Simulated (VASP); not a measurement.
Si6O11 (a cell with a defect), 17 atoms in the cell. The cell holds a defect, 17 atoms: a = 4.867 Å, b = 5.365 Å, c = 8.429 Å, α = 90.00°, β = 90.00°, γ = 90.00°.  This cell differs from its parent crystal: atoms taken out, atom 12 moved -0.125 of the way to it and +0.250 Å across, host rigid.

* Program: VASP 6.6.1
* Task: single point
* Functional: LDA
* Potentials or basis: VASP PAW LDA potentials, release 64 (Si, O)
* Cutoff: 520 eV
* k mesh: 4 × 4 × 2
* Occupations: gaussian, width 0.05 eV
* Spin: no spin polarisation
* Dipole correction: no
* Charge: 2
* Further INCAR settings: LREAL = Auto; ALGO = Normal; EDIFF = 1e-07; NBANDS = 59; NELECT = 88.0

Potentials or basis: VASP PAW LDA potentials, release 64 (Si, O).

Launch:

```sh
$ cat potpaw_LDA.64/Si/POTCAR potpaw_LDA.64/O/POTCAR > POTCAR
$ mpirun -np 1 vasp_std > vasp.out
```

Hardware: 1 thread of Intel(R) Xeon(R) 6975P-C (Granite Rapids), on a shared host.

**Question.** Estimate the wall time of this run.

**Answer.** It took 3.5 min on 1 thread of Intel(R) Xeon(R) 6975P-C (Granite Rapids), on a shared host, peak memory 0.31 GiB. Counts: scf iterations 25, k points 20.
